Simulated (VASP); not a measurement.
# WS2 (P6_3/mmc) in VASP: density of states with PBE

Aim: the density of states of WS2 with PBE.

Program: VASP 6.6.1. These are calculated values, not measurements. Logs are shortened: lines on timing, memory, paths and dates and some standing lists are left out, and cuts for length are marked.

## (1) The cell of the first run

It takes space group P6_3/mmc (No. 194, hexagonal). The conventional cell has a = 3.188 Å, b = 3.188 Å, c = 14.777 Å, α = 90.00°, β = 90.00°, γ = 120.00°. Within 3.2 Å of W (site symmetry -6m2) lie 6 S at 2.42 Å and 6 W at 3.19 Å. Within 3.2 Å of S (site symmetry 3m) lie 3 W at 2.42 Å and 7 S at 3.14 to 3.19 Å.

## (2) Density of states, PBE

The input, POSCAR:

```
WS2
1.0
    3.1877788435      0.0000000000      0.0000000000
   -1.5938894217      2.7606974601      0.0000000000
    0.0000000000      0.0000000000     14.7771385978
W S
2 4
Direct
    0.3333333333      0.6666666667      0.2500000000
    0.6666666667      0.3333333333      0.7500000000
    0.3333333333      0.6666666667      0.6436857893
    0.6666666667      0.3333333333      0.1436857893
    0.3333333333      0.6666666667      0.8563142107
    0.6666666667      0.3333333333      0.3563142107
```

The input, INCAR.step1:

```
SYSTEM = WS2
PREC     = Accurate       ! precision mode
ENCUT    = 520            ! plane-wave cutoff, eV
EDIFF    = 1E-6           ! SCF threshold, eV
ISMEAR   = 0              ! smearing method
SIGMA    = 0.02           ! smearing width, eV
LREAL    = .FALSE.        ! projectors in reciprocal space
LASPH    = .TRUE.         ! aspherical terms in the spheres
NELM     = 80             ! most SCF steps
ALGO     = Normal         ! electronic algorithm
ISIF     = 2              ! what is computed and relaxed
LWAVE    = .FALSE.        ! write WAVECAR
LCHARG   = .TRUE.         ! write CHGCAR
LMAXMIX  = 4              ! l up to which the mixer works
GGA      = PE             ! functional
NBANDS   = 35             ! bands
```

The input, KPOINTS.step1:

```
regular mesh
0
G
  12 12 2
  0 0 0
```

The input, INCAR.step2:

```
SYSTEM = WS2
PREC     = Accurate       ! precision mode
ENCUT    = 520            ! plane-wave cutoff, eV
EDIFF    = 1E-6           ! SCF threshold, eV
ISMEAR   = -5             ! smearing method
SIGMA    = 0.02           ! smearing width, eV
LREAL    = .FALSE.        ! projectors in reciprocal space
LASPH    = .TRUE.         ! aspherical terms in the spheres
NELM     = 80             ! most SCF steps
ALGO     = Normal         ! electronic algorithm
ISIF     = 2              ! what is computed and relaxed
LWAVE    = .FALSE.        ! write WAVECAR
LCHARG   = .FALSE.        ! write CHGCAR
LMAXMIX  = 4              ! l up to which the mixer works
GGA      = PE             ! functional
LORBIT   = 11             ! projections on sites
NEDOS    = 1001           ! points of the DOS
ICHARG   = 11             ! starting density
```

The input, KPOINTS.step2:

```
regular mesh
0
G
  18 18 3
  0 0 0
```

Potentials or basis: VASP PAW PBE potentials, release 64 (W_sv, S).

On the command line:

```console
$ cat potpaw_PBE.64/W_sv/POTCAR potpaw_PBE.64/S/POTCAR > POTCAR
$ cp INCAR.step1 INCAR
$ cp KPOINTS.step1 KPOINTS
$ mpirun -np 1 vasp_std > vasp.out
$ cp INCAR.step2 INCAR
$ cp KPOINTS.step2 KPOINTS
$ mpirun -np 1 vasp_std > vasp.out
```

OUTCAR:

```text
SYSTEM = WS2
   PREC = Accurate
   ENCUT = 520
   EDIFF = 1E-6
   ISMEAR = -5
   LREAL = .FALSE.
   LASPH = .TRUE.
   NELM = 80
   ISIF = 2
   GGA = PE
   LORBIT = 11
   ICHARG = 11

 ion  position               nearest neighbor table
   1  0.333  0.667  0.250-   4 2.42   6 2.42   4 2.42   6 2.42   4 2.42   6 2.42
   2  0.667  0.333  0.750-   3 2.42   5 2.42   3 2.42   5 2.42   3 2.42   5 2.42
   3  0.333  0.667  0.644-   2 2.42   2 2.42   2 2.42
   4  0.667  0.333  0.144-   1 2.42   1 2.42   1 2.42
   5  0.333  0.667  0.856-   2 2.42   2 2.42   2 2.42
   6  0.667  0.333  0.356-   1 2.42   1 2.42   1 2.42

  LATTYP: Found a hexagonal cell.
 ALAT       =     3.1877788435
 C/A-ratio  =     4.6355595301

  Lattice vectors:

 A1 = (   3.1877788435,   0.0000000000,   0.0000000000)
 A2 = (  -1.5938894217,   2.7606974601,   0.0000000000)
 A3 = (   0.0000000000,   0.0000000000,  14.7771385978)

Analysis of symmetry for initial positions (statically):
=====================================================================
 Subroutine PRICEL returns:
 Original cell was already a primitive cell.

 Routine SETGRP: Setting up the symmetry group for a
 hexagonal supercell.

 Subroutine GETGRP returns: Found 24 space group operations
 (whereof 12 operations were pure point group operations)
 out of a pool of 24 trial point group operations.

The static configuration has the point symmetry D_3d.
 The point group associated with its full space group is D_6h.

Analysis of symmetry for dynamics (positions and initial velocities):
=====================================================================
 Subroutine PRICEL returns:
 Original cell was already a primitive cell.

 Routine SETGRP: Setting up the symmetry group for a
 hexagonal supercell.

 Subroutine GETGRP returns: Found 24 space group operations
 (whereof 12 operations were pure point group operations)
 out of a pool of 24 trial point group operations.

The dynamic configuration has the point symmetry D_3d.
 The point group associated with its full space group is D_6h.

 Subroutine INISYM returns: Found 24 space group operations
 (whereof 12 operations are pure point group operations),
 and found     1 'primitive' translations

----------------------------------------------------------------------------------------

                                     Primitive cell

  volume of cell :     130.0461

  direct lattice vectors                    reciprocal lattice vectors
     3.187778843  0.000000000  0.000000000     0.313698048  0.181113652  0.000000000
    -1.593889422  2.760697460  0.000000000     0.000000000  0.362227305  0.000000000
     0.000000000  0.000000000 14.777138598     0.000000000  0.000000000  0.067672100

  length of vectors
     3.187778843  3.187778843 14.777138598     0.362227305  0.362227305  0.067672100

  position of ions in fractional coordinates (direct lattice)
     0.333333333  0.666666667  0.250000000
     0.666666667  0.333333333  0.750000000
     0.333333333  0.666666667  0.643685789
     0.666666667  0.333333333  0.143685789
     0.333333333  0.666666667  0.856314211
     0.666666667  0.333333333  0.356314211

  ion indices of the primitive-cell ions
   primitive index   ion index
                 1           1
                 2           2
                 3           3
                 4           4
                 5           5
                 6           6

----------------------------------------------------------------------------------------

 KPOINTS: regular mesh

Automatic generation of k-mesh.
 Grid dimensions read from file:
 generate k-points for:   18   18    3

 Generating k-lattice:

  Cartesian coordinates                     Fractional coordinates (reciprocal lattice)
     0.017427669  0.010061870  0.000000000     0.055555556  0.000000000  0.000000000
     0.000000000  0.020123739  0.000000000     0.000000000  0.055555556  0.000000000
     0.000000000  0.000000000  0.022557367     0.000000000  0.000000000  0.333333333

  Length of vectors
     0.020123739  0.020123739  0.022557367

  Shift w.r.t. Gamma in fractional coordinates (k-lattice)
     0.000000000  0.000000000  0.000000000

 TETIRR: Found    828 inequivalent tetrahedra from     5832

 Subroutine IBZKPT returns following result:
 ===========================================

 Found     74 irreducible k-points:

 Following reciprocal coordinates:
            Coordinates               Weight
  0.000000  0.000000  0.000000      1.000000
  0.055556  0.000000  0.000000      6.000000
  0.111111  0.000000  0.000000      6.000000
  0.166667  0.000000  0.000000      6.000000
  0.222222  0.000000  0.000000      6.000000
  0.277778  0.000000  0.000000      6.000000
[... 16 lines left out ...]
  0.333333  0.111111  0.000000     12.000000
  0.388889  0.111111  0.000000     12.000000
 [... further k-points ...]
   k-points           NKPTS =     74   k-points in BZ     NKDIM =     74   number of bands    NBANDS=     31
   number of dos      NEDOS =   1001   number of ions     NIONS =      6
   total plane-waves  NPLWV =  64512
   dimension x,y,z NGX =    24 NGY =   24 NGZ =  112
   dimension x,y,z NGXF=    48 NGYF=   48 NGZF=  224
   ions per type =               2   4
   NGX,Y,Z   is equivalent  to a cutoff of  12.52, 12.52, 12.60 a.u.
   NGXF,Y,Z  is equivalent  to a cutoff of  25.03, 25.03, 25.20 a.u.
 SYSTEM =  WS2
   PREC   = accura    normal or accurate (medium, high low for compatibility)
   ISTART =      0    job   : 0-new  1-cont  2-samecut
   ICHARG =     11    charge: 1-file 2-atom 10-const
   ISPIN  =      1    spin polarized calculation?
   LNONCOLLINEAR =      F non collinear calculations
   LSORBIT =      F    spin-orbit coupling
   LASPH  =      T    aspherical Exc in radial PAW
   ENCUT  =  520.0 eV  38.22 Ry    6.18 a.u.   5.93  5.93 27.48*2*pi/ulx,y,z
   NELM   =     80;   NELMIN=  2; NELMDL=  0     # of ELM steps
   EDIFF  = 0.1E-05   stopping-criterion for ELM
   LREAL  =      F    real-space projection
   EDIFFG = 0.1E-04   stopping-criterion for IOM
   NSW    =      0    number of steps for IOM
   IBRION =     -1    ionic relax: 0-MD 1-quasi-New 2-CG
   NFREE  =      0    steps in history (QN), initial steepest desc. (CG)
   ISIF   =      2    stress and relaxation
   ISYM   =      2    0-nonsym 1-usesym 2-fastsym
   POTIM  = 0.5000    time-step for ionic-motion
   TEBEG  =    0.0;   TEEND  =   0.0 temperature during run
   PSTRESS=    0.0 pullay stress
   NELECT =      52.0000    total number of electrons
   NUPDOWN=      -1.0000    fix difference up-down
   EMIN   =  10.00;   EMAX   =-10.00  energy-range for DOS
   EFERMI =   0.00;   METHOD = LEGACY
   ISMEAR =    -5;   SIGMA  =   0.02  broadening in eV -4-tet -1-fermi 0-gaus
   EFERMI_NEDOS =   21; number of points for ismear=-14 and -15
   IALGO  =     38    algorithm
   IMIX   =      4    mixing-type and parameters
     AMIX     =   0.40;   BMIX     =  1.00
     AMIX_MAG =   1.60;   BMIX_MAG =  1.00
  volume/ion in A,a.u.               =      21.67       146.27
  Fermi-wavevector in a.u.,A,eV,Ry     =   1.206082  2.279164 19.791494  1.454634
  Thomas-Fermi vector in A             =   2.341760
   LORBIT       =     11    0 simple, 1 ext, 2 COOP (PROOUT), +10 PAW based schemes
   GGA     = PE    functional components
   LHFCALC =     F    Hartree Fock is set to
   AEXX    =    0.0000 exact exchange contribution
   IVDW    =     0    specifies the selected vdW correction
   LEPSILON=     F    determine dielectric tensor
   LRPA    =     F    only Hartree local field effects (RPA)
 non-spin polarized calculation
 Fermi weights with tetrahedron method with Bloechl corrections
  energy-cutoff  :      520.00
  volume of cell :      130.05
 maximum number of plane-waves:      3540
 NGX is ok and might be reduce to    24

 number of electron      52.0000004 magnetization

 Free energy of the ion-electron system (eV)
  ---------------------------------------------------
  ext. energy  EPLUGINS =         0.00000000
  ---------------------------------------------------
  free energy    TOTEN  =       -47.36395408 eV

  energy without entropy =      -47.36395408  energy(sigma->0) =      -47.36395408

 E-fermi :   4.8072     XC(G=0):  -9.5394

 val. band max:        4.7546044837   @ k =   0.0000   0.0000   0.0000
 cond. band min:       6.3856975974   @ k =   0.3333   0.3333   0.0000
 fundamental gap:      1.6310931137
 Fermi energy:         4.8071944120

 k-point     1 :       0.0000    0.0000    0.0000
  band No.  band energies     occupation
      1     -69.4685      2.00000
      2     -69.4685      2.00000
      3     -33.6965      2.00000
      4     -33.6965      2.00000
      5     -33.5526      2.00000
      6     -33.5526      2.00000
[... 23 lines left out ...]
     30       7.4751      0.00000
     31       7.5936      0.00000

 k-point     2 :       0.0556    0.0000    0.0000
  band No.  band energies     occupation
      1     -69.4680      2.00000
      2     -69.4680      2.00000
      3     -33.6947      2.00000
      4     -33.6947      2.00000
      5     -33.5627      2.00000
      6     -33.5626      2.00000
[... 23 lines left out ...]
     30       7.5138      0.00000
     31       7.5414      0.00000

 k-point     3 :       0.1111    0.0000    0.0000
  band No.  band energies     occupation
      1     -69.4666      2.00000
      2     -69.4666      2.00000
      3     -33.6896      2.00000
      4     -33.6896      2.00000
      5     -33.5914      2.00000
      6     -33.5914      2.00000
[... 703 lines left out ...]
     30       7.6458      0.00000
     31       8.1875      0.00000

 k-point    24 :       0.3889    0.1111    0.0000
  band No.  band energies     occupation
      1     -69.4522      2.00000
      2     -69.4522      2.00000
      3     -33.8560      2.00000
      4     -33.8560      2.00000
      5     -33.6504      2.00000
      6     -33.6504      2.00000
[... 23 lines left out ...]
     30       7.8619      0.00000
     31       8.4792      0.00000

 [... further k-points ...]
[... 5 lines left out ...]
  --------------------------------------------------------------------------------------
  -------------------------------------------------------------------------------------
  Total       -0.0248445     -0.0248445     -0.0165223     -0.0000000      0.0000000      0.0000000
  in kB       -0.3060854     -0.3060854     -0.2035561     -0.0000000      0.0000000      0.0000000
  external PRESSURE =      -0.2719090 kB  Pullay stress =       0.0000000 kB

 VOLUME and BASIS-vectors are now :
 -----------------------------------------------------------------------------
  energy-cutoff  :      520.00
  volume of cell :      130.05
      direct lattice vectors                 reciprocal lattice vectors
     3.187778843  0.000000000  0.000000000     0.313698048  0.181113652  0.000000000
    -1.593889422  2.760697460  0.000000000     0.000000000  0.362227305  0.000000000
     0.000000000  0.000000000 14.777138598     0.000000000  0.000000000  0.067672100

 POSITION                                       TOTAL-FORCE (eV/Angst)
 -----------------------------------------------------------------------------------
     -0.00000      1.84046      3.69428         0.000000     -0.000000      0.000000
      1.59389      0.92023     11.08285        -0.000000      0.000000      0.000000
     -0.00000      1.84046      9.51183         0.000000     -0.000000     -0.004178
      1.59389      0.92023      2.12326         0.000000      0.000000     -0.004178
     -0.00000      1.84046     12.65387         0.000000     -0.000000      0.004178
      1.59389      0.92023      5.26530        -0.000000      0.000000      0.004178
 -----------------------------------------------------------------------------------
    total drift:                                0.000000     -0.000000      0.000000

  FREE ENERGIE OF THE ION-ELECTRON SYSTEM (eV)
  ---------------------------------------------------
  free  energy   TOTEN  =       -47.3639540838 eV

  energy  without entropy=      -47.3639540838  energy(sigma->0) =      -47.36395408

 total charge

# of ion       s       p       d       tot
------------------------------------------
    1        2.317   6.320   3.356  11.993
    2        2.317   6.320   3.356  11.993
    3        1.358   2.360   0.000   3.717
    4        1.358   2.360   0.000   3.717
    5        1.358   2.360   0.000   3.717
    6        1.358   2.360   0.000   3.717
--------------------------------------------------
tot         10.066  22.078   6.712  38.857
```

It took 5.7 min on 1 thread of Oxide Virtual Turin-like, shared host; peak memory 0.35 GiB.

What came out:

```yaml
Valence_electrons_inside_the_program's_atomic_spheres: W 11.99; S 3.72
```

Caveat: spin-orbit coupling is left out, which moves the levels of the heavy elements; this functional lacks dispersion, which binds the layers, so the pressure and a relaxed spacing across them are unreliable.
